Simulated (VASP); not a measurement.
# BaZnF2 (R-3m) in VASP: single point with PBE

Aim: the single point of BaZnF2 with PBE.

Everything below comes from runs of VASP 6.6.1. Logs are shortened: lines on timing, memory, paths and dates and some standing lists are left out, and cuts for length are marked.

## Step 1: The cell of the first run

The structure is trigonal, space group R-3m (No. 166). Conventional cell: a = 3.661 Å, b = 3.661 Å, c = 19.541 Å, α = 90.00°, β = 90.00°, γ = 120.00°. Ba (site symmetry -3m) has 6 F at 2.49 Å within 3.3 Å. Zn (site symmetry -3m) has 6 F at 2.87 Å and 6 Zn at 3.66 Å and 6 Ba at 3.88 Å within 3.9 Å. Within 3.4 Å of F (site symmetry 3m) lie 3 Ba at 2.49 Å and 3 Zn at 2.87 Å and 3 F at 3.37 Å.

The cell was generated, and may not be a known phase.

## Step 2: Single point, PBE

INCAR

```
PREC = Accurate
ENCUT = 520
EDIFF = 1E-6
ISMEAR = 0
SIGMA = 0.1
LREAL = F
LASPH = T
NELM = 80
ALGO = Normal
ISIF = 2
LWAVE = F
LCHARG = F
GGA = PE
NBANDS = 26
```

KPOINTS

```
regular mesh
0
Gamma
  6 6 6
```

POSCAR

```
BaZnF2
1.0
    1.8305133800      1.0568474000      6.5136051900
   -1.8305133800      1.0568474000      6.5136051900
    0.0000000000     -2.1136947900      6.5136051900
Ba Zn F
1 1 2
Direct
    0.5000000000      0.5000000000      0.5000000000
    0.0000000000      0.0000000000      0.0000000000
    0.2337000100      0.2337000100      0.2337000100
    0.7662999900      0.7662999900      0.7662999900
```

Potentials or basis: VASP PAW PBE potentials, release 64 (Ba_sv, Zn, F).

Run with:

```
$ cat potpaw_PBE.64/Ba_sv/POTCAR potpaw_PBE.64/Zn/POTCAR potpaw_PBE.64/F/POTCAR > POTCAR
$ mpirun -np 1 vasp_std > vasp.out
```

OUTCAR:

```text
PREC = Accurate
   ENCUT = 520
   EDIFF = 1E-6
   ISMEAR = 0
   LREAL = F
   LASPH = T
   NELM = 80
   ISIF = 2
   GGA = PE

 ion  position               nearest neighbor table
   1  0.500  0.500  0.500-   3 2.49   3 2.49   4 2.49   4 2.49   3 2.49   4 2.49   2 3.88   2 3.88
                             2 3.88   2 3.88   2 3.88   2 3.88
   2  0.000  0.000  0.000-   1 3.88   1 3.88   1 3.88   1 3.88   1 3.88   1 3.88
   3  0.234  0.234  0.234-   1 2.49   1 2.49   1 2.49
   4  0.766  0.766  0.766-   1 2.49   1 2.49   1 2.49

  LATTYP: Found a trigonal (rhomboedric) cell.
 ALAT       =     6.8479747541
 COS(alpha) =     0.8570936548

  Lattice vectors:

 A1 = (   1.8305133800,   1.0568474000,   6.5136051900)
 A2 = (  -1.8305133800,   1.0568474000,   6.5136051900)
 A3 = (   0.0000000000,  -2.1136947900,   6.5136051900)

Analysis of symmetry for initial positions (statically):
=====================================================================
 Subroutine PRICEL returns:
 Original cell was already a primitive cell.

 Routine SETGRP: Setting up the symmetry group for a
 trigonal (rhombohedral) supercell.

 Subroutine GETGRP returns: Found 12 space group operations
 (whereof 12 operations were pure point group operations)
 out of a pool of 12 trial point group operations.

The static configuration has the point symmetry D_3d.

Analysis of symmetry for dynamics (positions and initial velocities):
=====================================================================
 Subroutine PRICEL returns:
 Original cell was already a primitive cell.

 Routine SETGRP: Setting up the symmetry group for a
 trigonal (rhombohedral) supercell.

 Subroutine GETGRP returns: Found 12 space group operations
 (whereof 12 operations were pure point group operations)
 out of a pool of 12 trial point group operations.

The dynamic configuration has the point symmetry D_3d.

 Subroutine INISYM returns: Found 12 space group operations
 (whereof 12 operations are pure point group operations),
 and found     1 'primitive' translations

----------------------------------------------------------------------------------------

                                     Primitive cell

  volume of cell :      75.6063

  direct lattice vectors                    reciprocal lattice vectors
     1.830513380  1.056847400  6.513605190     0.273147416  0.157701734  0.051174937
    -1.830513380  1.056847400  6.513605190    -0.273147416  0.157701734  0.051174937
     0.000000000 -2.113694790  6.513605190     0.000000000 -0.315403467  0.051174937

  length of vectors
     6.847974754  6.847974754  6.847974754     0.319528124  0.319528124  0.319528123

  position of ions in fractional coordinates (direct lattice)
     0.500000000  0.500000000  0.500000000
     0.000000000  0.000000000  0.000000000
     0.233700010  0.233700010  0.233700010
     0.766299990  0.766299990  0.766299990

  ion indices of the primitive-cell ions
   primitive index   ion index
                 1           1
                 2           2
                 3           3
                 4           4

----------------------------------------------------------------------------------------

 KPOINTS: regular mesh

Automatic generation of k-mesh.
 Grid dimensions read from file:
 generate k-points for:    6    6    6

 Generating k-lattice:

  Cartesian coordinates                     Fractional coordinates (reciprocal lattice)
     0.045524569  0.026283622  0.008529156     0.166666667 -0.000000000  0.000000000
    -0.045524569  0.026283622  0.008529156    -0.000000000  0.166666667  0.000000000
     0.000000000 -0.052567245  0.008529156     0.000000000  0.000000000  0.166666667

  Length of vectors
     0.053254687  0.053254687  0.053254687

  Shift w.r.t. Gamma in fractional coordinates (k-lattice)
     0.000000000  0.000000000  0.000000000

 Subroutine IBZKPT returns following result:
 ===========================================

 Found     32 irreducible k-points:

 Following reciprocal coordinates:
            Coordinates               Weight
  0.000000  0.000000  0.000000      1.000000
  0.166667  0.000000  0.000000      6.000000
  0.333333  0.000000  0.000000      6.000000
  0.500000  0.000000 -0.000000      3.000000
  0.166667  0.166667  0.000000      6.000000
  0.333333  0.166667 -0.000000     12.000000
[... 16 lines left out ...]
  0.500000  0.500000  0.166667      6.000000
 -0.333333  0.500000  0.166667     12.000000
 [... further k-points ...]
   k-points           NKPTS =     32   k-points in BZ     NKDIM =     32   number of bands    NBANDS=     26
   number of dos      NEDOS =    301   number of ions     NIONS =      4
   total plane-waves  NPLWV = 157464
   dimension x,y,z NGX =    54 NGY =   54 NGZ =   54
   dimension x,y,z NGXF=   108 NGYF=  108 NGZF=  108
   ions per type =               1   1   2
   NGX,Y,Z   is equivalent  to a cutoff of  13.11, 13.11, 13.11 a.u.
   NGXF,Y,Z  is equivalent  to a cutoff of  26.22, 26.22, 26.22 a.u.
 SYSTEM =  unknown system
   PREC   = accura    normal or accurate (medium, high low for compatibility)
   ISTART =      0    job   : 0-new  1-cont  2-samecut
   ICHARG =      2    charge: 1-file 2-atom 10-const
   ISPIN  =      1    spin polarized calculation?
   LNONCOLLINEAR =      F non collinear calculations
   LSORBIT =      F    spin-orbit coupling
   LASPH  =      T    aspherical Exc in radial PAW
   ENCUT  =  520.0 eV  38.22 Ry    6.18 a.u.  12.73 12.73 12.73*2*pi/ulx,y,z
   NELM   =     80;   NELMIN=  2; NELMDL= -5     # of ELM steps
   EDIFF  = 0.1E-05   stopping-criterion for ELM
   LREAL  =      F    real-space projection
   EDIFFG = 0.1E-04   stopping-criterion for IOM
   NSW    =      0    number of steps for IOM
   IBRION =     -1    ionic relax: 0-MD 1-quasi-New 2-CG
   NFREE  =      0    steps in history (QN), initial steepest desc. (CG)
   ISIF   =      2    stress and relaxation
   ISYM   =      2    0-nonsym 1-usesym 2-fastsym
   POTIM  = 0.5000    time-step for ionic-motion
   TEBEG  =    0.0;   TEEND  =   0.0 temperature during run
   PSTRESS=    0.0 pullay stress
   NELECT =      36.0000    total number of electrons
   NUPDOWN=      -1.0000    fix difference up-down
   EMIN   =  10.00;   EMAX   =-10.00  energy-range for DOS
   EFERMI =   0.00;   METHOD = LEGACY
   ISMEAR =     0;   SIGMA  =   0.10  broadening in eV -4-tet -1-fermi 0-gaus
   EFERMI_NEDOS =   21; number of points for ismear=-14 and -15
   IALGO  =     38    algorithm
   IMIX   =      4    mixing-type and parameters
     AMIX     =   0.40;   BMIX     =  1.00
     AMIX_MAG =   1.60;   BMIX_MAG =  1.00
  volume/ion in A,a.u.               =      18.90       127.55
  Fermi-wavevector in a.u.,A,eV,Ry     =   1.278369  2.415768 22.235027  1.634228
  Thomas-Fermi vector in A             =   2.410916
   LORBIT       =      0    0 simple, 1 ext, 2 COOP (PROOUT), +10 PAW based schemes
   GGA     = PE    functional components
   LHFCALC =     F    Hartree Fock is set to
   AEXX    =    0.0000 exact exchange contribution
   IVDW    =     0    specifies the selected vdW correction
   LEPSILON=     F    determine dielectric tensor
   LRPA    =     F    only Hartree local field effects (RPA)
 non-spin polarized calculation
 Gauss-broadening in eV      SIGMA  =   0.10
  energy-cutoff  :      520.00
  volume of cell :       75.61
 maximum number of plane-waves:      2044
 NGX is ok and might be reduce to    54
   NGX = 25   NGY = 25   NGZ = 25

 number of electron      35.9999995 magnetization

 Free energy of the ion-electron system (eV)
  ---------------------------------------------------
  ext. energy  EPLUGINS =         0.00000000
  ---------------------------------------------------
  free energy    TOTEN  =       -15.18644539 eV

  energy without entropy =      -15.18644539  energy(sigma->0) =      -15.18644539

 E-fermi :   2.8632     XC(G=0):  -9.4322

 val. band max:        2.3629699596   @ k =  -0.1667   0.5000   0.1667
 cond. band min:       3.7694276678   @ k =   0.5000   0.0000  -0.0000
 fundamental gap:      1.4064577081
 Fermi energy:         2.8631501972

 k-point     1 :       0.0000    0.0000    0.0000
  band No.  band energies     occupation
      1     -25.9950      2.00000
      2     -21.9941      2.00000
      3     -21.2800      2.00000
      4     -10.1667      2.00000
      5     -10.1272      2.00000
      6     -10.1272      2.00000
[... 18 lines left out ...]
     25       9.7675      0.00000
     26      11.3828      0.00000

 k-point     2 :       0.1667    0.0000    0.0000
  band No.  band energies     occupation
      1     -25.8565      2.00000
      2     -21.9711      2.00000
      3     -21.4300      2.00000
      4     -10.5488      2.00000
      5     -10.2957      2.00000
      6     -10.2649      2.00000
[... 18 lines left out ...]
     25       9.9528      0.00000
     26      10.0418      0.00000

 k-point     3 :       0.3333    0.0000    0.0000
  band No.  band energies     occupation
      1     -25.5410      2.00000
      2     -21.9641      2.00000
      3     -21.7331      2.00000
      4     -11.2434      2.00000
      5     -10.5998      2.00000
      6     -10.4553      2.00000
[... 18 lines left out ...]
     25      10.2857      0.00000
     26      10.7292      0.00000

 k-point     4 :       0.5000    0.0000   -0.0000
  band No.  band energies     occupation
      1     -25.3561      2.00000
      2     -22.0691      2.00000
      3     -21.8049      2.00000
      4     -11.5445      2.00000
      5     -10.7386      2.00000
      6     -10.5426      2.00000
[... 18 lines left out ...]
     25      10.3035      0.00000
     26      10.6099      0.00000

 k-point     5 :       0.1667    0.1667    0.0000
  band No.  band energies     occupation
      1     -25.8565      2.00000
      2     -21.9717      2.00000
      3     -21.4296      2.00000
      4     -10.5499      2.00000
      5     -10.2958      2.00000
      6     -10.2640      2.00000
[... 18 lines left out ...]
     25       9.9137      0.00000
     26      10.3629      0.00000

 k-point     6 :       0.3333    0.1667   -0.0000
  band No.  band energies     occupation
      1     -25.6263      2.00000
      2     -21.9436      2.00000
      3     -21.6725      2.00000
      4     -10.9382      2.00000
      5     -10.7641      2.00000
      6     -10.3391      2.00000
[... 427 lines left out ...]
 k-point    21 :      -0.3333    0.3333    0.1667
  band No.  band energies     occupation
      1     -25.3590      2.00000
      2     -22.0009      2.00000
      3     -21.8689      2.00000
      4     -11.3801      2.00000
      5     -10.9369      2.00000
      6     -10.5793      2.00000
[... 18 lines left out ...]
     25      10.0341      0.00000
     26      10.5397      0.00000

 k-point    22 :      -0.1667    0.3333    0.1667
  band No.  band energies     occupation
      1     -25.3591      2.00000
      2     -22.0016      2.00000
      3     -21.8683      2.00000
      4     -11.3805      2.00000
      5     -10.9345      2.00000
      6     -10.5801      2.00000
[... 18 lines left out ...]
     25       9.9347      0.00000
     26      10.4467      0.00000

 k-point    23 :       0.5000    0.5000    0.1667
  band No.  band energies     occupation
      1     -25.5408      2.00000
      2     -21.9666      2.00000
      3     -21.7312      2.00000
      4     -11.2460      2.00000
      5     -10.5998      2.00000
      6     -10.4513      2.00000
[... 18 lines left out ...]
     25       9.6860      0.00000
     26      10.7799      0.00000

 k-point    24 :      -0.3333    0.5000    0.1667
  band No.  band energies     occupation
      1     -25.3590      2.00000
      2     -22.0016      2.00000
      3     -21.8685      2.00000
      4     -11.3808      2.00000
      5     -10.9369      2.00000
      6     -10.5781      2.00000
[... 18 lines left out ...]
     25       9.8112      0.00000
     26      10.4657      0.00000

 [... further k-points ...]
[... 5 lines left out ...]
  --------------------------------------------------------------------------------------
  -------------------------------------------------------------------------------------
  Total        9.0221167      9.0221168      4.0674668      0.0000000      0.0000000     -0.0000000
  in kB      191.1882298    191.1882312     86.1939394      0.0000000      0.0000000     -0.0000000
  external PRESSURE =     156.1901335 kB  Pullay stress =       0.0000000 kB

 VOLUME and BASIS-vectors are now :
 -----------------------------------------------------------------------------
  energy-cutoff  :      520.00
  volume of cell :       75.61
      direct lattice vectors                 reciprocal lattice vectors
     1.830513380  1.056847400  6.513605190     0.273147416  0.157701734  0.051174937
    -1.830513380  1.056847400  6.513605190    -0.273147416  0.157701734  0.051174937
     0.000000000 -2.113694790  6.513605190     0.000000000 -0.315403467  0.051174937

 POSITION                                       TOTAL-FORCE (eV/Angst)
 -----------------------------------------------------------------------------------
      0.00000      0.00000      9.77041         0.000000     -0.000000      0.000000
      0.00000      0.00000      0.00000        -0.000000     -0.000000     -0.000000
      0.00000      0.00000      4.56669        -0.000000     -0.000000     -0.108184
      0.00000      0.00000     14.97413        -0.000000      0.000000      0.108184
 -----------------------------------------------------------------------------------
    total drift:                               -0.000000     -0.000000     -0.000000

  FREE ENERGIE OF THE ION-ELECTRON SYSTEM (eV)
  ---------------------------------------------------
  free  energy   TOTEN  =       -15.1864453941 eV

  energy  without entropy=      -15.1864453941  energy(sigma->0) =      -15.18644539
```

It took 3 min on 1 thread of Intel Xeon Platinum 8559C (Emerald Rapids), shared host; peak memory 0.4 GiB.

What came out:

| Item | Value |
| --- | --- |
| Free energy | -15.1864 eV |
| Pressure | 15.6 GPa |
| Largest force | 0.108 eV/Å |
| Band gap on the k mesh | 1.41 eV (least direct gap 1.73 eV) |

Forces on the atoms (eV/Å):
```
Ba   0.000  0.000  0.000
Zn   0.000  0.000  0.000
F    0.000  0.000 -0.108
F    0.000  0.000  0.108
```

Stress tensor (GPa, compression positive):
```
19.12  0.00  0.00
 0.00 19.12  0.00
 0.00  0.00  8.62
```

Caveat: the stress differs along the axes, from 9 to 19 GPa; spin-orbit coupling is left out, which moves the levels of the heavy elements. A k mesh can miss the band edges.
